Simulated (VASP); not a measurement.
# KTaO3 (P4/mmm) in VASP: notebook

The runs below take KTaO3 through single point, with PBE.

Program: VASP 6.6.1. These are calculated values, not measurements. Logs are shortened: lines on timing, memory, paths and dates and some standing lists are left out, and cuts for length are marked.

**1. The cell of the first run**

It takes space group P4/mmm (No. 123, tetragonal). The conventional cell has a = 3.988 Å, b = 3.988 Å, c = 3.948 Å, α = 90.00°, β = 90.00°, γ = 90.00°. K (site symmetry 4/mmm) has 12 O at 2.81 to 2.82 Å and 8 Ta at 3.44 Å within 3.7 Å. Ta (site symmetry 4/mmm) has 6 O at 1.97 to 1.99 Å within 2.6 Å. O (site symmetry mmm) has 2 Ta at 1.99 Å within 2.6 Å. Within 2.6 Å of O (site symmetry 4/mmm) lie 2 Ta at 1.97 Å.

**2. Single point, PBE (zz strain of -1 %)**

The input, INCAR:

```
PREC = Accurate
ENCUT = 520
EDIFF = 1E-6
ISMEAR = -1
SIGMA = 0.01
LREAL = False
LASPH = True
NELM = 80
ALGO = Normal
ISIF = 2
LWAVE = False
LCHARG = False
GGA = PE
NBANDS = 27
```

The input, KPOINTS:

```
Automatic mesh
0
Gamma
  5 5 5
```

The input, POSCAR:

```
KTaO3
1.0
    3.9883000000      0.0000000000      0.0000000000
    0.0000000000      3.9883000000      0.0000000000
    0.0000000000      0.0000000000      3.9484170000
K Ta O
1 1 3
Direct
    0.5000000000      0.5000000000      0.5000000000
    0.0000000000      0.0000000000      0.0000000000
    0.5000000000      0.0000000000      0.0000000000
    0.0000000000      0.5000000000      0.0000000000
    0.0000000000      0.0000000000      0.5000000000
```

Potentials or basis: VASP PAW PBE potentials, release 64 (K_sv, Ta_pv, O).

Launch:

```bash
$ cat potpaw_PBE.64/K_sv/POTCAR potpaw_PBE.64/Ta_pv/POTCAR potpaw_PBE.64/O/POTCAR > POTCAR
$ mpirun -np 1 vasp_std > vasp.out
```

OUTCAR:

```text
PREC = Accurate
   ENCUT = 520
   EDIFF = 1E-6
   ISMEAR = -1
   LREAL = False
   LASPH = True
   NELM = 80
   ISIF = 2
   GGA = PE

 ion  position               nearest neighbor table
   1  0.500  0.500  0.500-   3 2.81   4 2.81   3 2.81   4 2.81   3 2.81   3 2.81   4 2.81   4 2.81
                             5 2.82   5 2.82   5 2.82   5 2.82   2 3.44   2 3.44   2 3.44   2 3.44
   2  0.000  0.000  0.000-   5 1.97   5 1.97   3 1.99   4 1.99   4 1.99   3 1.99   1 3.44   1 3.44
                             1 3.44   1 3.44   1 3.44   1 3.44   1 3.44   1 3.44
   3  0.500  0.000  0.000-   2 1.99   2 1.99   1 2.81   1 2.81   1 2.81   1 2.81
   4  0.000  0.500  0.000-   2 1.99   2 1.99   1 2.81   1 2.81   1 2.81   1 2.81
   5  0.000  0.000  0.500-   2 1.97   2 1.97   1 2.82   1 2.82   1 2.82   1 2.82

  LATTYP: Found a simple tetragonal cell.
 ALAT       =     3.9883000000
 C/A-ratio  =     0.9900000000

  Lattice vectors:

 A1 = (   3.9883000000,   0.0000000000,   0.0000000000)
 A2 = (   0.0000000000,   3.9883000000,   0.0000000000)
 A3 = (   0.0000000000,   0.0000000000,   3.9484170000)

Analysis of symmetry for initial positions (statically):
=====================================================================
 Subroutine PRICEL returns:
 Original cell was already a primitive cell.

 Routine SETGRP: Setting up the symmetry group for a
 simple tetragonal supercell.

 Subroutine GETGRP returns: Found 16 space group operations
 (whereof 16 operations were pure point group operations)
 out of a pool of 16 trial point group operations.

The static configuration has the point symmetry D_4h.

Analysis of symmetry for dynamics (positions and initial velocities):
=====================================================================
 Subroutine PRICEL returns:
 Original cell was already a primitive cell.

 Routine SETGRP: Setting up the symmetry group for a
 simple tetragonal supercell.

 Subroutine GETGRP returns: Found 16 space group operations
 (whereof 16 operations were pure point group operations)
 out of a pool of 16 trial point group operations.

The dynamic configuration has the point symmetry D_4h.

 Subroutine INISYM returns: Found 16 space group operations
 (whereof 16 operations are pure point group operations),
 and found     1 'primitive' translations

----------------------------------------------------------------------------------------

                                     Primitive cell
[... 85 lines left out ...]
   LNONCOLLINEAR =      F non collinear calculations
   LSORBIT =      F    spin-orbit coupling
   LASPH  =      T    aspherical Exc in radial PAW
   ENCUT  =  520.0 eV  38.22 Ry    6.18 a.u.   7.42  7.42  7.34*2*pi/ulx,y,z
   NELM   =     80;   NELMIN=  2; NELMDL= -5     # of ELM steps
   EDIFF  = 0.1E-05   stopping-criterion for ELM
   LREAL  =      F    real-space projection
   EDIFFG = 0.1E-04   stopping-criterion for IOM
   NSW    =      0    number of steps for IOM
   IBRION =     -1    ionic relax: 0-MD 1-quasi-New 2-CG
   NFREE  =      0    steps in history (QN), initial steepest desc. (CG)
   ISIF   =      2    stress and relaxation
   ISYM   =      2    0-nonsym 1-usesym 2-fastsym
   POTIM  = 0.5000    time-step for ionic-motion
   TEBEG  =    0.0;   TEEND  =   0.0 temperature during run
   PSTRESS=    0.0 pullay stress
   NELECT =      38.0000    total number of electrons
   NUPDOWN=      -1.0000    fix difference up-down
   EMIN   =  10.00;   EMAX   =-10.00  energy-range for DOS
   EFERMI =   0.00;   METHOD = LEGACY
   ISMEAR =    -1;   SIGMA  =   0.01  broadening in eV -4-tet -1-fermi 0-gaus
   EFERMI_NEDOS =   21; number of points for ismear=-14 and -15
   IALGO  =     38    algorithm
   IMIX   =      4    mixing-type and parameters
     AMIX     =   0.40;   BMIX     =  1.00
     AMIX_MAG =   1.60;   BMIX_MAG =  1.00
  volume/ion in A,a.u.               =      12.56        84.77
  Fermi-wavevector in a.u.,A,eV,Ry     =   1.384639  2.616588 26.085422  1.917224
  Thomas-Fermi vector in A             =   2.509124
   LORBIT       =      0    0 simple, 1 ext, 2 COOP (PROOUT), +10 PAW based schemes
   GGA     = PE    functional components
[... 5 lines left out ...]
 non-spin polarized calculation
  energy-cutoff  :      520.00
  volume of cell :       62.81
 maximum number of plane-waves:      1727
 NGX is ok and might be reduce to    30
   NGX = 15   NGY = 15   NGZ = 15

 number of electron      37.9999979 magnetization

 Free energy of the ion-electron system (eV)
  ---------------------------------------------------
  ext. energy  EPLUGINS =         0.00000000
  ---------------------------------------------------
  free energy    TOTEN  =       -40.99034884 eV

  energy without entropy =      -40.99034884  energy(sigma->0) =      -40.99034884

 E-fermi :   2.0092     XC(G=0): -10.9264

 val. band max:        1.7601566042   @ k =   0.4000   0.4000   0.4000
 cond. band min:       4.0563812169   @ k =   0.0000   0.0000   0.0000
 fundamental gap:      2.2962246127
 Fermi energy:         2.0092024172

 k-point     1 :       0.0000    0.0000    0.0000
  band No.  band energies     occupation
      1     -32.2234      2.00000
      2     -32.2063      2.00000
      3     -32.2063      2.00000
      4     -25.4422      2.00000
      5     -15.7245      2.00000
      6     -15.0482      2.00000
[... 529 lines left out ...]
     26      13.2422      0.00000
     27      13.6891      0.00000

------------------------ aborting loop because EDIFF is reached ----------------------------------------

  FORCE on cell =-STRESS in cart. coord.  units (eV):
  Direction    XX          YY          ZZ          XY          YZ          ZX
  --------------------------------------------------------------------------------------
  -------------------------------------------------------------------------------------
  Total        2.7362041      2.7362041      4.3404346      0.0000000     -0.0000000      0.0000000
  in kB       69.8008031     69.8008031    110.7248617      0.0000000     -0.0000000      0.0000000
  external PRESSURE =      83.4421559 kB  Pullay stress =       0.0000000 kB

 VOLUME and BASIS-vectors are now :
 -----------------------------------------------------------------------------
  energy-cutoff  :      520.00
  volume of cell :       62.81
      direct lattice vectors                 reciprocal lattice vectors
     3.988300000  0.000000000  0.000000000     0.250733395  0.000000000  0.000000000
     0.000000000  3.988300000  0.000000000     0.000000000  0.250733395  0.000000000
     0.000000000  0.000000000  3.948417000     0.000000000  0.000000000  0.253266056

 POSITION                                       TOTAL-FORCE (eV/Angst)
 -----------------------------------------------------------------------------------
      1.99415      1.99415      1.97421         0.000000      0.000000      0.000000
      0.00000      0.00000      0.00000         0.000000      0.000000      0.000000
      1.99415      0.00000      0.00000         0.000000      0.000000      0.000000
      0.00000      1.99415      0.00000         0.000000      0.000000      0.000000
      0.00000      0.00000      1.97421         0.000000      0.000000      0.000000
 -----------------------------------------------------------------------------------
    total drift:                                0.000000     -0.000000      0.000000

  FREE ENERGIE OF THE ION-ELECTRON SYSTEM (eV)
  ---------------------------------------------------
  free  energy   TOTEN  =       -40.9903488373 eV

  energy  without entropy=      -40.9903488373  energy(sigma->0) =      -40.99034884
```

It took 48 s on 1 thread of AMD EPYC 7R13 (Zen 3), shared host; peak memory 0.15 GiB.

Results:

```yaml
Free_energy: -40.9903 eV
Pressure: 8.3 GPa
Band_gap_on_the_k_mesh: 2.30 eV, indirect (least direct gap 2.79 eV)
```

Stress tensor (GPa, compression positive):
```
 6.98  0.00  0.00
 0.00  6.98  0.00
 0.00  0.00 11.07
```

Levels at points of the mesh, in eV from the valence-band top:
```
           k point  band 16  band 17  band 18  band 19  band 20  band 21  band 22  band 23
(0.00, 0.00, 0.00)    -0.92    -0.51    -0.51    -0.50     2.30     2.31     2.31     6.79
```

Caveat: the cell differs from its parent crystal (zz strain of -1 %); spin-orbit coupling is left out, which moves the levels of the heavy elements. A k mesh can miss the band edges.

**3. Single point, PBE (zz strain of +2 %)**

The input, INCAR:

```
SYSTEM = KTaO3
PREC     = Accurate       ! precision mode
ENCUT    = 520            ! plane-wave cutoff, eV
EDIFF    = 1E-6           ! SCF threshold, eV
ISMEAR   = -1             ! smearing method
SIGMA    = 0.01           ! smearing width, eV
LREAL    = .False.        ! projectors in reciprocal space
LASPH    = .True.         ! aspherical terms in the spheres
NELM     = 80             ! most SCF steps
ALGO     = Normal         ! electronic algorithm
ISIF     = 2              ! what is computed and relaxed
LWAVE    = .False.        ! write WAVECAR
LCHARG   = .True.         ! write CHGCAR
GGA      = PE             ! functional
LELF     = .True.         ! ELF
LVHAR    = .True.       
NBANDS   = 27             ! bands
```

The input, KPOINTS:

```
regular mesh
0
Gamma
  5 5 5
  0 0 0
```

POSCAR, as its differences from that of step 2:

```diff
@@ -4,3 +4,3 @@
     0.0000000000      3.9883000000      0.0000000000
-    0.0000000000      0.0000000000      3.9484170000
+    0.0000000000      0.0000000000      4.0680660000
 K Ta O
```

Potentials or basis: VASP PAW PBE potentials, release 64 (K_sv, Ta_pv, O).

Launch:

```bash
$ cat potpaw_PBE.64/K_sv/POTCAR potpaw_PBE.64/Ta_pv/POTCAR potpaw_PBE.64/O/POTCAR > POTCAR
$ mpirun -np 1 vasp_std > vasp.out
```

Run time: 43 s. Hardware: 1 thread of AMD EPYC 7R13 (Zen 3), shared host; peak memory 0.15 GiB.

The run converged. Its results:

* Free energy: -41.0398 eV
* Pressure: 2.1 GPa
* Band gap on the k mesh: 2.22 eV, indirect (least direct gap 2.73 eV)

Stress tensor (GPa, compression positive):
```
 4.43  0.00  0.00
 0.00  4.43  0.00
 0.00  0.00 -2.42
```

Levels at points of the mesh, in eV from the valence-band top:
```
           k point  band 15  band 16  band 17  band 18  band 19  band 20  band 21  band 22  band 23  band 24
(0.00, 0.00, 0.00)    -0.89    -0.89    -0.54    -0.51    -0.51     2.22     2.22     2.25     6.33     6.72
```

Caveat: the cell differs from its parent crystal (zz strain of +2 %); spin-orbit coupling is left out, which moves the levels of the heavy elements. A k mesh can miss the band edges.
